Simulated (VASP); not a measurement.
# NaF (I4mm) in VASP: a series of runs

Runs on NaF. Level: PBEsol. Tasks: single point.

Program: VASP 6.6.1. These are calculated values, not measurements. Logs are shortened: lines on timing, memory, paths and dates and some standing lists are left out, and cuts for length are marked.

## 1. The cell of the first run

Symmetry: I4mm, No. 107, tetragonal system. Conventional cell: a = 3.286 Å, b = 3.286 Å, c = 4.647 Å, α = 90.00°, β = 90.00°, γ = 90.00°. Within 2.8 Å of Na (site symmetry 4mm) lie 6 F at 2.12 to 2.52 Å. F (site symmetry 4mm) has 6 Na at 2.12 to 2.52 Å within 2.8 Å.

## 2. Single point, PBEsol (all F atoms moved -0.200 Å, as atom 2 along Cartesian [0 0 1])

Contents of INCAR:

```
SYSTEM = NaF
PREC = Accurate
ENCUT = 520
EDIFF = 1E-7
ISMEAR = 0
SIGMA = 0.05
LREAL = .FALSE.
LASPH = .TRUE.
NELM = 60
ALGO = Normal
ISIF = 2
LWAVE = .FALSE.
LCHARG = .FALSE.
GGA = PS
NBANDS = 14
```

Contents of KPOINTS:

```
regular mesh
0
G
  8 8 8
  0 0 0
```

Contents of POSCAR:

```
NaF
1.0
    0.0000000000      2.3233000000      2.3233000000
    2.3233000000      0.0000000000      2.3233000000
    2.3233000000      2.3233000000      0.0000000000
Na F
1 1
Direct
    0.0000000000      0.0000000000      0.0000000000
    0.4569577756      0.4569577756      0.5430422244
```

Potentials or basis: VASP PAW PBE potentials, release 64 (Na_pv, F).

On the command line:

```sh
cat potpaw_PBE.64/Na_pv/POTCAR potpaw_PBE.64/F/POTCAR > POTCAR
mpirun -np 1 vasp_std > vasp.out
```

OUTCAR:

```text
SYSTEM = NaF
   PREC = Accurate
   ENCUT = 520
   EDIFF = 1E-7
   ISMEAR = 0
   LREAL = .FALSE.
   LASPH = .TRUE.
   NELM = 60
   ISIF = 2
   GGA = PS

 ion  position               nearest neighbor table
   1  0.000  0.000  0.000-   2 2.12   2 2.33   2 2.33   2 2.33   2 2.33
   2  0.457  0.457  0.543-   1 2.12   1 2.33   1 2.33   1 2.33   1 2.33

  LATTYP: Found a face centered cubic cell.
 ALAT       =     4.6466000000

  Lattice vectors:

 A1 = (   0.0000000000,   2.3233000000,   2.3233000000)
 A2 = (   2.3233000000,   0.0000000000,   2.3233000000)
 A3 = (   2.3233000000,   2.3233000000,   0.0000000000)

Analysis of symmetry for initial positions (statically):
=====================================================================
 Subroutine PRICEL returns:
 Original cell was already a primitive cell.

 Routine SETGRP: Setting up the symmetry group for a
 face centered cubic supercell.

 Subroutine GETGRP returns: Found  8 space group operations
 (whereof  8 operations were pure point group operations)
 out of a pool of 48 trial point group operations.

The static configuration has the point symmetry C_4v.

Analysis of symmetry for dynamics (positions and initial velocities):
=====================================================================
 Subroutine PRICEL returns:
 Original cell was already a primitive cell.

 Routine SETGRP: Setting up the symmetry group for a
 face centered cubic supercell.

 Subroutine GETGRP returns: Found  8 space group operations
 (whereof  8 operations were pure point group operations)
 out of a pool of 48 trial point group operations.

The dynamic configuration has the point symmetry C_4v.

 Subroutine INISYM returns: Found  8 space group operations
 (whereof  8 operations are pure point group operations),
 and found     1 'primitive' translations

----------------------------------------------------------------------------------------

                                     Primitive cell

  volume of cell :      25.0811

  direct lattice vectors                    reciprocal lattice vectors
     0.000000000  2.323300000  2.323300000    -0.215211122  0.215211122  0.215211122
     2.323300000  0.000000000  2.323300000     0.215211122 -0.215211122  0.215211122
     2.323300000  2.323300000  0.000000000     0.215211122  0.215211122 -0.215211122

  length of vectors
     3.285642369  3.285642369  3.285642369     0.372756598  0.372756598  0.372756598

  position of ions in fractional coordinates (direct lattice)
     0.000000000  0.000000000  0.000000000
     0.456957776  0.456957776  0.543042224

  ion indices of the primitive-cell ions
[... 82 lines left out ...]
   ISYM   =      2    0-nonsym 1-usesym 2-fastsym
   POTIM  = 0.5000    time-step for ionic-motion
   TEBEG  =    0.0;   TEEND  =   0.0 temperature during run
   PSTRESS=    0.0 pullay stress
   NELECT =      14.0000    total number of electrons
   NUPDOWN=      -1.0000    fix difference up-down
   EMIN   =  10.00;   EMAX   =-10.00  energy-range for DOS
   EFERMI =   0.00;   METHOD = LEGACY
   ISMEAR =     0;   SIGMA  =   0.05  broadening in eV -4-tet -1-fermi 0-gaus
   EFERMI_NEDOS =   21; number of points for ismear=-14 and -15
   IALGO  =     38    algorithm
   IMIX   =      4    mixing-type and parameters
     AMIX     =   0.40;   BMIX     =  1.00
     AMIX_MAG =   1.60;   BMIX_MAG =  1.00
  volume/ion in A,a.u.               =      12.54        84.63
  Fermi-wavevector in a.u.,A,eV,Ry     =   1.347935  2.547227 24.720809  1.816928
  Thomas-Fermi vector in A             =   2.475645
   LORBIT       =      0    0 simple, 1 ext, 2 COOP (PROOUT), +10 PAW based schemes
   GGA     = PS    functional components
   LHFCALC =     F    Hartree Fock is set to
   AEXX    =    0.0000 exact exchange contribution
   IVDW    =     0    specifies the selected vdW correction
   LEPSILON=     F    determine dielectric tensor
   LRPA    =     F    only Hartree local field effects (RPA)
 non-spin polarized calculation
 Gauss-broadening in eV      SIGMA  =   0.05
  energy-cutoff  :      520.00
  volume of cell :       25.08
 maximum number of plane-waves:       692
   NGX = 13   NGY = 13   NGZ = 13

 number of electron      13.9999984 magnetization

 Free energy of the ion-electron system (eV)
  ---------------------------------------------------
  ext. energy  EPLUGINS =         0.00000000
  ---------------------------------------------------
  free energy    TOTEN  =        -8.71950323 eV

  energy without entropy =       -8.71950323  energy(sigma->0) =       -8.71950323

 E-fermi :  -2.0018     XC(G=0):  -9.2806

 val. band max:       -2.2261626886   @ k =   0.0000   0.0000   0.0000
 cond. band min:       3.8983860708   @ k =   0.0000   0.0000   0.0000
 fundamental gap:      6.1245487594
 Fermi energy:        -2.0017506393

 k-point     1 :       0.0000    0.0000    0.0000
  band No.  band energies     occupation
      1     -21.3660      2.00000
      2     -20.9779      2.00000
      3     -20.9779      2.00000
      4     -20.8754      2.00000
      5      -2.2267      2.00000
      6      -2.2267      2.00000
      7      -2.2262      2.00000
      8       3.8984      0.00000
      9      16.6209      0.00000
     10      16.6838      0.00000
     11      16.6838      0.00000
     12      19.1929      0.00000
     13      21.6343      0.00000
     14      21.6576      0.00000
[... 377 lines left out ...]
      1     -21.6920      2.00000
      2     -21.0424      2.00000
      3     -21.0118      2.00000
      4     -20.3936      2.00000
      5      -3.4471      2.00000
      6      -2.7822      2.00000
      7      -2.5446      2.00000
      8       8.9732      0.00000
      9      10.7417      0.00000
     10      14.1950      0.00000
     11      17.3731      0.00000
     12      17.5552      0.00000
     13      23.1827      0.00000
     14      24.7352      0.00000

 [... further k-points ...]
[... 5 lines left out ...]
  --------------------------------------------------------------------------------------
  -------------------------------------------------------------------------------------
  Total       -0.1309854     -0.1309854      0.5944199      0.0000000      0.0000000      0.0000000
  in kB       -8.3673433     -8.3673433     37.9715271      0.0000000      0.0000000      0.0000000
  external PRESSURE =       7.0789468 kB  Pullay stress =       0.0000000 kB

 VOLUME and BASIS-vectors are now :
 -----------------------------------------------------------------------------
  energy-cutoff  :      520.00
  volume of cell :       25.08
      direct lattice vectors                 reciprocal lattice vectors
     0.000000000  2.323300000  2.323300000    -0.215211122  0.215211122  0.215211122
     2.323300000  0.000000000  2.323300000     0.215211122 -0.215211122  0.215211122
     2.323300000  2.323300000  0.000000000     0.215211122  0.215211122 -0.215211122

 POSITION                                       TOTAL-FORCE (eV/Angst)
 -----------------------------------------------------------------------------------
      0.00000      0.00000      0.00000         0.000000      0.000000     -0.551442
      2.32330      2.32330      2.12330         0.000000      0.000000      0.551442
 -----------------------------------------------------------------------------------
    total drift:                                0.000002      0.000002     -0.000410

  FREE ENERGIE OF THE ION-ELECTRON SYSTEM (eV)
  ---------------------------------------------------
  free  energy   TOTEN  =        -8.7195032311 eV

  energy  without entropy=       -8.7195032311  energy(sigma->0) =       -8.71950323
```

stdout:

```text
POSCAR found type information on POSCAR NaF
 POSCAR found :  2 types and       2 ions
 scaLAPACK will be used
 -----------------------------------------------------------------------------
|                                                                             |
|                                                                             |
|     You enforced a specific xc type in the INCAR file but a different       |
|     I HOPE YOU KNOW WHAT YOU ARE DOING!                                     |
|                                                                             |
 -----------------------------------------------------------------------------

 LDA part: xc-table for (Slater+PW92), standard interpolation
 POSCAR, INCAR and KPOINTS ok, starting setup
 FFT: planning ... GRIDC
 FFT: planning ... GRID_SOFT
 FFT: planning ... GRID
 WAVECAR not read
 entering main loop
```

Run time: 22 s. Hardware: 1 thread of AMD EPYC 7R13 (Zen 3), shared host; peak memory 0.11 GiB.

Results:

```yaml
Free_energy: -8.7195 eV
Pressure: 0.7 GPa
Largest_force: 0.551 eV/Å
Band_gap_on_the_k_mesh: 6.12 eV, direct
```

Forces on the atoms (eV/Å):
```
Na   0.000  0.000 -0.551
F    0.000  0.000  0.551
```

Levels at points of the mesh, in eV from the valence-band top:
```csv
k point,band 3,band 4,band 5,band 6,band 7,band 8,band 9,band 10,band 11,band 12
"(0.00, 0.00, 0.00)",-18.75,-18.65,0.00,0.00,0.00,6.12,18.85,18.91,18.91,21.42
"(0.50, 0.00, 0.00)",-18.77,-17.98,-1.58,-0.24,-0.24,10.57,12.25,19.82,19.83,22.88
"(0.50, 0.50, 0.00)",-18.81,-18.47,-1.25,-0.39,-0.39,12.62,13.09,13.64,19.57,19.57
"(0.00, 0.50, 0.50)",-18.80,-18.52,-1.27,-0.42,-0.39,12.94,13.18,13.31,19.47,19.82
```

Caveat: the cell differs from its parent crystal (all F atoms moved -0.200 Å, as atom 2 along Cartesian [0 0 1]); the PAW data sets were made with another functional, which shifts forces and pressure a little.

## 3. Single point, PBEsol (all F atoms moved +0.150 Å, as atom 2 along Cartesian [0 0 1])

Contents of INCAR:

```
SYSTEM = NaF
ALGO     = Normal         ! electronic algorithm
EDIFF    = 1E-6           ! SCF threshold, eV
ENCUT    = 520            ! plane-wave cutoff, eV
GGA      = PS             ! functional
ISIF     = 2              ! what is computed and relaxed
ISMEAR   = 0              ! smearing method
LASPH    = .TRUE.         ! aspherical terms in the spheres
LCHARG   = .FALSE.        ! write CHGCAR
LREAL    = .FALSE.        ! projectors in reciprocal space
LWAVE    = .FALSE.        ! write WAVECAR
NBANDS   = 14             ! bands
NELM     = 60             ! most SCF steps
PREC     = Accurate       ! precision mode
SIGMA    = 0.05           ! smearing width, eV
```

Contents of KPOINTS:

```
k-points
0
G
  8 8 8
  0 0 0
```

POSCAR, as its differences from that of step 2:

```diff
@@ -9,2 +9,2 @@
     0.0000000000      0.0000000000      0.0000000000
-    0.4569577756      0.4569577756      0.5430422244
+    0.5322816683      0.5322816683      0.4677183317
```

Potentials or basis: VASP PAW PBE potentials, release 64 (Na_pv, F).

On the command line:

```sh
cat potpaw_PBE.64/Na_pv/POTCAR potpaw_PBE.64/F/POTCAR > POTCAR
mpirun -np 1 vasp_std > vasp.out
```

Run time: 19 s. Hardware: 1 thread of AMD EPYC 7R13 (Zen 3), shared host; peak memory 0.11 GiB.

The run converged. Its results:

- Free energy: -8.7425 eV
- Pressure: 0.1 GPa
- Largest force: 0.374 eV/Å
- Band gap on the k mesh: 6.12 eV, direct

Forces in eV/Å, atoms in the order of the input:
```
Na   0.000  0.000  0.374
F    0.000  0.000 -0.374
```

Stress tensor (GPa, compression positive):
```
-0.79  0.00  0.00
 0.00 -0.79  0.00
 0.00  0.00  1.76
```

Levels at points of the mesh, in eV from the valence-band top:
```csv
k point,band 5,band 6,band 7,band 8,band 9,band 10
"(0.00, 0.00, 0.00)",0.00,0.00,0.00,6.12,18.82,18.86
"(0.50, 0.00, 0.00)",-1.59,-0.25,-0.24,10.57,12.25,19.85
"(0.50, 0.50, 0.00)",-1.26,-0.40,-0.40,12.73,13.08,13.58
"(0.00, 0.50, 0.50)",-1.28,-0.41,-0.40,12.93,13.13,13.37
```

Caveat: the cell differs from its parent crystal (all F atoms moved +0.150 Å, as atom 2 along Cartesian [0 0 1]); the PAW data sets were made with another functional, which shifts forces and pressure a little.
